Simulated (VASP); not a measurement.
# NaCl (I4/mmm) in VASP: further runs

NaCl is run at these levels: PBE, r2SCAN; tasks: single point.

Program: VASP 6.6.1. These are calculated values, not measurements. Logs are shortened: lines on timing, memory, paths and dates and some standing lists are left out, and cuts for length are marked.

### Step 1. The cell of the first run

The structure is tetragonal, space group I4/mmm (No. 139). The conventional cell has a = 3.964 Å, b = 3.964 Å, c = 5.299 Å, α = 90.00°, β = 90.00°, γ = 90.00°. Na (site symmetry 4/mmm) has 6 Cl at 2.65 to 2.80 Å within 3.5 Å. Cl (site symmetry 4/mmm) has 6 Na at 2.65 to 2.80 Å within 3.5 Å.

### Step 2. Single point, PBE (uniaxial y strain -5.5%)

INCAR reads:

```
SYSTEM = NaCl
PREC = Accurate
ENCUT = 520
EDIFF = 1E-7
ISMEAR = -1
SIGMA = 0.02
LREAL = .False.
LASPH = .True.
NELM = 100
ALGO = Normal
ISIF = 2
LWAVE = .False.
LCHARG = .False.
GGA = PE
NBANDS = 14
```

KPOINTS reads:

```
Automatic mesh
0
Gamma
  8 8 8
  0 0 0
```

POSCAR reads:

```
NaCl
1.0
    0.0000000000      2.6497027965      2.8027319616
    2.8027319616      0.0000000000      2.8027319616
    2.8027319616      2.6497027965      0.0000000000
Na Cl
1 1
Direct
    0.0000000000      0.0000000000      0.0000000000
    0.5000000000      0.5000000000      0.5000000000
```

Potentials or basis: VASP PAW PBE potentials, release 64 (Na_pv, Cl).

Run with:

```bash
cat potpaw_PBE.64/Na_pv/POTCAR potpaw_PBE.64/Cl/POTCAR > POTCAR
mpirun -np 1 vasp_std > vasp.out
```

OUTCAR:

```text
SYSTEM = NaCl
   PREC = Accurate
   ENCUT = 520
   EDIFF = 1E-7
   ISMEAR = -1
   LREAL = .False.
   LASPH = .True.
   NELM = 100
   ISIF = 2
   GGA = PE

 ion  position               nearest neighbor table
   1  0.000  0.000  0.000-   2 2.65   2 2.65
   2  0.500  0.500  0.500-   1 2.65   1 2.65

  LATTYP: Found a body centered tetragonal cell.
 ALAT       =     3.9636615518
 C/A-ratio  =     1.3369975019

  Lattice vectors:

 A1 = (   0.0000000000,  -2.6497027965,   2.8027319616)
 A2 = (   0.0000000000,  -2.6497027965,  -2.8027319616)
 A3 = (   2.8027319616,   2.6497027965,   0.0000000000)

Analysis of symmetry for initial positions (statically):
=====================================================================
 Subroutine PRICEL returns:
 Original cell was already a primitive cell.

 Routine SETGRP: Setting up the symmetry group for a
 body centered tetragonal supercell.

 Subroutine GETGRP returns: Found 16 space group operations
 (whereof 16 operations were pure point group operations)
 out of a pool of 16 trial point group operations.

The static configuration has the point symmetry D_4h.

Analysis of symmetry for dynamics (positions and initial velocities):
=====================================================================
 Subroutine PRICEL returns:
 Original cell was already a primitive cell.

 Routine SETGRP: Setting up the symmetry group for a
 body centered tetragonal supercell.

 Subroutine GETGRP returns: Found 16 space group operations
 (whereof 16 operations were pure point group operations)
 out of a pool of 16 trial point group operations.

The dynamic configuration has the point symmetry D_4h.

 Subroutine INISYM returns: Found 16 space group operations
 (whereof 16 operations are pure point group operations),
 and found     1 'primitive' translations

----------------------------------------------------------------------------------------

                                     Primitive cell

  volume of cell :      41.6285

  direct lattice vectors                    reciprocal lattice vectors
     0.000000000  2.649702797  2.802731962    -0.178397366  0.188700408  0.178397366
     2.802731962  0.000000000  2.802731962     0.178397366 -0.188700408  0.178397366
     2.802731962  2.649702797  0.000000000     0.178397366  0.188700408 -0.178397366

  length of vectors
     3.856971786  3.963661552  3.856971786     0.315054098  0.315054098  0.315054098

  position of ions in fractional coordinates (direct lattice)
     0.000000000  0.000000000  0.000000000
     0.500000000  0.500000000  0.500000000

  ion indices of the primitive-cell ions
   primitive index   ion index
                 1           1
                 2           2

----------------------------------------------------------------------------------------

 KPOINTS: Automatic mesh

Automatic generation of k-mesh.
 Grid dimensions read from file:
 generate k-points for:    8    8    8

 Generating k-lattice:

  Cartesian coordinates                     Fractional coordinates (reciprocal lattice)
    -0.022299671  0.023587551  0.022299671     0.125000000  0.000000000  0.000000000
     0.022299671 -0.023587551  0.022299671     0.000000000  0.125000000  0.000000000
     0.022299671  0.023587551 -0.022299671     0.000000000  0.000000000  0.125000000

  Length of vectors
     0.039381762  0.039381762  0.039381762

  Shift w.r.t. Gamma in fractional coordinates (k-lattice)
     0.000000000  0.000000000  0.000000000

 Subroutine IBZKPT returns following result:
 ===========================================

 Found     59 irreducible k-points:

 Following reciprocal coordinates:
            Coordinates               Weight
  0.000000  0.000000  0.000000      1.000000
  0.125000  0.000000  0.000000      8.000000
  0.250000  0.000000  0.000000      8.000000
  0.375000  0.000000  0.000000      8.000000
  0.500000  0.000000  0.000000      4.000000
  0.125000  0.125000  0.000000      4.000000
[... 16 lines left out ...]
  0.250000  0.000000  0.125000      8.000000
  0.375000  0.000000  0.125000      8.000000
 [... further k-points ...]
   k-points           NKPTS =     59   k-points in BZ     NKDIM =     59   number of bands    NBANDS=     14
   number of dos      NEDOS =    301   number of ions     NIONS =      2
   total plane-waves  NPLWV =  27000
   dimension x,y,z NGX =    30 NGY =   30 NGZ =   30
   dimension x,y,z NGXF=    60 NGYF=   60 NGZF=   60
   ions per type =               1   1
   NGX,Y,Z   is equivalent  to a cutoff of  12.93, 12.58, 12.93 a.u.
   NGXF,Y,Z  is equivalent  to a cutoff of  25.86, 25.17, 25.86 a.u.
 SYSTEM =  NaCl
   PREC   = accura    normal or accurate (medium, high low for compatibility)
   ISTART =      0    job   : 0-new  1-cont  2-samecut
   ICHARG =      2    charge: 1-file 2-atom 10-const
   ISPIN  =      1    spin polarized calculation?
   LNONCOLLINEAR =      F non collinear calculations
   LSORBIT =      F    spin-orbit coupling
   LASPH  =      T    aspherical Exc in radial PAW
   ENCUT  =  520.0 eV  38.22 Ry    6.18 a.u.   7.17  7.37  7.17*2*pi/ulx,y,z
   NELM   =    100;   NELMIN=  2; NELMDL= -5     # of ELM steps
   EDIFF  = 0.1E-06   stopping-criterion for ELM
   LREAL  =      F    real-space projection
   EDIFFG = 0.1E-05   stopping-criterion for IOM
   NSW    =      0    number of steps for IOM
   IBRION =     -1    ionic relax: 0-MD 1-quasi-New 2-CG
   NFREE  =      0    steps in history (QN), initial steepest desc. (CG)
   ISIF   =      2    stress and relaxation
   ISYM   =      2    0-nonsym 1-usesym 2-fastsym
   POTIM  = 0.5000    time-step for ionic-motion
   TEBEG  =    0.0;   TEEND  =   0.0 temperature during run
   PSTRESS=    0.0 pullay stress
   NELECT =      14.0000    total number of electrons
   NUPDOWN=      -1.0000    fix difference up-down
   EMIN   =  10.00;   EMAX   =-10.00  energy-range for DOS
   EFERMI =   0.00;   METHOD = LEGACY
   ISMEAR =    -1;   SIGMA  =   0.02  broadening in eV -4-tet -1-fermi 0-gaus
   EFERMI_NEDOS =   21; number of points for ismear=-14 and -15
   IALGO  =     38    algorithm
   IMIX   =      4    mixing-type and parameters
     AMIX     =   0.40;   BMIX     =  1.00
     AMIX_MAG =   1.60;   BMIX_MAG =  1.00
  volume/ion in A,a.u.               =      20.81       140.46
  Fermi-wavevector in a.u.,A,eV,Ry     =   1.138468  2.151392 17.634632  1.296109
  Thomas-Fermi vector in A             =   2.275172
   LORBIT       =      0    0 simple, 1 ext, 2 COOP (PROOUT), +10 PAW based schemes
   GGA     = PE    functional components
   LHFCALC =     F    Hartree Fock is set to
   AEXX    =    0.0000 exact exchange contribution
   IVDW    =     0    specifies the selected vdW correction
   LEPSILON=     F    determine dielectric tensor
   LRPA    =     F    only Hartree local field effects (RPA)
 non-spin polarized calculation
  energy-cutoff  :      520.00
  volume of cell :       41.63
 maximum number of plane-waves:      1153
 NGX is ok and might be reduce to    30
   NGX = 15   NGY = 15   NGZ = 15

 number of electron      13.9999999 magnetization

 Free energy of the ion-electron system (eV)
  ---------------------------------------------------
  ext. energy  EPLUGINS =         0.00000000
  ---------------------------------------------------
  free energy    TOTEN  =        -6.71841999 eV

  energy without entropy =       -6.71841999  energy(sigma->0) =       -6.71841999

 E-fermi :   0.1071     XC(G=0):  -8.4854

 val. band max:       -0.2650971076   @ k =   0.0000   0.0000   0.0000
 cond. band min:       5.1310565819   @ k =   0.0000   0.0000   0.0000
 fundamental gap:      5.3961536895
 Fermi energy:         0.1070883420

 k-point     1 :       0.0000    0.0000    0.0000
  band No.  band energies     occupation
      1     -20.9586      2.00000
      2     -20.9586      2.00000
      3     -20.9545      2.00000
      4     -13.1215      2.00000
      5      -0.3093      2.00000
      6      -0.2651      2.00000
      7      -0.2651      2.00000
      8       5.1311      0.00000
      9      10.7804      0.00000
     10      10.7804      0.00000
     11      11.2219      0.00000
     12      12.8107      0.00000
     13      13.5259      0.00000
     14      14.9294      0.00000

 k-point     2 :       0.1250    0.0000    0.0000
  band No.  band energies     occupation
      1     -20.9637      2.00000
      2     -20.9593      2.00000
      3     -20.9559      2.00000
      4     -13.0628      2.00000
      5      -0.6949      2.00000
      6      -0.3317      2.00000
      7      -0.3219      2.00000
      8       5.6560      0.00000
      9      10.3760      0.00000
     10      10.9743      0.00000
     11      11.3076      0.00000
     12      12.6366      0.00000
     13      13.2429      0.00000
     14      15.9250      0.00000

 k-point     3 :       0.2500    0.0000    0.0000
  band No.  band energies     occupation
      1     -20.9785      2.00000
      2     -20.9608      2.00000
      3     -20.9567      2.00000
      4     -12.9163      2.00000
      5      -1.5088      2.00000
      6      -0.4534      2.00000
      7      -0.4259      2.00000
      8       6.6277      0.00000
      9       9.9226      0.00000
     10      11.0112      0.00000
     11      11.5397      0.00000
     12      13.0726      0.00000
     13      13.3058      0.00000
     14      15.9749      0.00000
[... 324 lines left out ...]
 k-point    23 :       0.2500    0.0000    0.1250
  band No.  band energies     occupation
      1     -20.9747      2.00000
      2     -20.9625      2.00000
      3     -20.9597      2.00000
      4     -12.9144      2.00000
      5      -1.3605      2.00000
      6      -0.5340      2.00000
      7      -0.5016      2.00000
      8       6.7156      0.00000
      9       9.5095      0.00000
     10      11.4430      0.00000
     11      11.4495      0.00000
     12      12.4084      0.00000
     13      13.5402      0.00000
     14      17.1021      0.00000

 k-point    24 :       0.3750    0.0000    0.1250
  band No.  band energies     occupation
      1     -20.9889      2.00000
      2     -20.9641      2.00000
      3     -20.9597      2.00000
      4     -12.7690      2.00000
      5      -1.9950      2.00000
      6      -0.6548      2.00000
      7      -0.6370      2.00000
      8       7.3905      0.00000
      9       9.6668      0.00000
     10      10.9106      0.00000
     11      11.2110      0.00000
     12      13.5693      0.00000
     13      14.9611      0.00000
     14      16.6740      0.00000

 [... further k-points ...]

------------------------ aborting loop because EDIFF is reached ----------------------------------------

  FORCE on cell =-STRESS in cart. coord.  units (eV):
  Direction    XX          YY          ZZ          XY          YZ          ZX
  --------------------------------------------------------------------------------------
  -------------------------------------------------------------------------------------
  Total        0.5421805      1.5543000      0.5421805      0.0000000      0.0000000      0.0000000
  in kB       20.8672000     59.8212033     20.8672000      0.0000000      0.0000000      0.0000000
  external PRESSURE =      33.8518678 kB  Pullay stress =       0.0000000 kB

 VOLUME and BASIS-vectors are now :
 -----------------------------------------------------------------------------
  energy-cutoff  :      520.00
  volume of cell :       41.63
      direct lattice vectors                 reciprocal lattice vectors
     0.000000000  2.649702797  2.802731962    -0.178397366  0.188700408  0.178397366
     2.802731962  0.000000000  2.802731962     0.178397366 -0.188700408  0.178397366
     2.802731962  2.649702797  0.000000000     0.178397366  0.188700408 -0.178397366

 POSITION                                       TOTAL-FORCE (eV/Angst)
 -----------------------------------------------------------------------------------
      0.00000      0.00000      0.00000         0.000000     -0.000000     -0.000000
      2.80273      2.64970      2.80273        -0.000000      0.000000      0.000000
 -----------------------------------------------------------------------------------
    total drift:                               -0.000000      0.000000      0.000000

  FREE ENERGIE OF THE ION-ELECTRON SYSTEM (eV)
  ---------------------------------------------------
  free  energy   TOTEN  =        -6.7184199931 eV

  energy  without entropy=       -6.7184199931  energy(sigma->0) =       -6.71841999
```

It took 34 s on 1 thread of Intel Xeon Platinum 8259CL at 2.50GHz (Skylake/Cascade Lake), shared host; peak memory 0.17 GiB.

Results:

```
Free energy            : -6.7184 eV
Pressure               : 3.4 GPa
Band gap on the k mesh : 5.40 eV
```

Stress tensor (GPa, compression positive):
```
2.09 0.00 0.00
0.00 5.98 0.00
0.00 0.00 2.09
```

Levels at points of the mesh, in eV from the valence-band top:
```tsv
k point	band 5	band 6	band 7	band 8	band 9	band 10
(0.00, 0.00, 0.00)	-0.04	0.00	0.00	5.40	11.05	11.05
(0.50, 0.00, 0.00)	-2.18	-0.36	-0.29	7.38	10.85	11.22
(0.50, 0.50, 0.00)	-1.90	-0.73	-0.55	7.77	8.08	11.67
(0.50, 0.00, 0.50)	-1.83	-0.77	-0.77	7.74	7.85	12.22
```

Caveat: the cell differs from its parent crystal (uniaxial y strain -5.5%); the cell stands under pressure.

### Step 3. Single point, r2SCAN (uniaxial y strain -5.5%)

POSCAR is that of step 2.

INCAR.step1 reads:

```
SYSTEM = NaCl
  ALGO = Normal
  EDIFF = 1E-4
  ENCUT = 520
  GGA = PE
  ISMEAR = 0
  LASPH = .TRUE.
  LCHARG = .FALSE.
  LREAL = .FALSE.
  LWAVE = .TRUE.
  NBANDS = 14
  NELM = 60
  PREC = Accurate
  SIGMA = 0.01
```

INCAR.step2 reads:

```
SYSTEM = NaCl
  ALGO = Normal
  EDIFF = 1E-6
  ENCUT = 520
  ISIF = 2
  ISMEAR = 0
  ISTART = 1
  LASPH = .TRUE.
  LCHARG = .FALSE.
  LMIXTAU = .TRUE.
  LREAL = .FALSE.
  LWAVE = .FALSE.
  METAGGA = R2SCAN
  NBANDS = 14
  NELM = 60
  PREC = Accurate
  SIGMA = 0.01
```

KPOINTS reads:

```
k-points
0
G
  8 8 8
  0 0 0
```

Potentials or basis: VASP PAW PBE potentials, release 64 (Na_pv, Cl).

Run with:

```bash
cat potpaw_PBE.64/Na_pv/POTCAR potpaw_PBE.64/Cl/POTCAR > POTCAR
cp INCAR.step1 INCAR
mpirun -np 1 vasp_std > vasp.out
cp INCAR.step2 INCAR
mpirun -np 1 vasp_std > vasp.out
```

Wall time 2.2 min (1 thread of Intel Xeon Platinum 8259CL at 2.50GHz (Skylake/Cascade Lake), shared host); peak memory 0.17 GiB.

Results (log left out):

| Item | Value |
| --- | --- |
| Free energy | -13.7616 eV |
| Pressure | 1.9 GPa |
| Band gap on the k mesh | 6.23 eV |

Stress tensor (GPa, compression positive):
```
0.61 0.00 0.00
0.00 4.59 0.00
0.00 0.00 0.61
```

Levels at points of the mesh, in eV from the valence-band top:
| k point | band 4 | band 5 | band 6 | band 7 | band 8 | band 9 | band 10 | band 11 |
| --- | --- | --- | --- | --- | --- | --- | --- | --- |
| (0.00, 0.00, 0.00) | -13.42 | -0.04 | 0.00 | 0.00 | 6.23 | 11.68 | 11.68 | 12.12 |
| (0.50, 0.00, 0.00) | -12.99 | -2.17 | -0.38 | -0.30 | 8.06 | 11.63 | 12.22 | 12.29 |
| (0.50, 0.50, 0.00) | -12.96 | -1.92 | -0.73 | -0.56 | 8.62 | 8.68 | 12.59 | 16.20 |
| (0.50, 0.00, 0.50) | -12.91 | -1.86 | -0.79 | -0.79 | 8.37 | 8.64 | 13.14 | 16.36 |

Caveat: the cell differs from its parent crystal (uniaxial y strain -5.5%); the PAW data sets were made with another functional, which shifts forces and pressure a little.
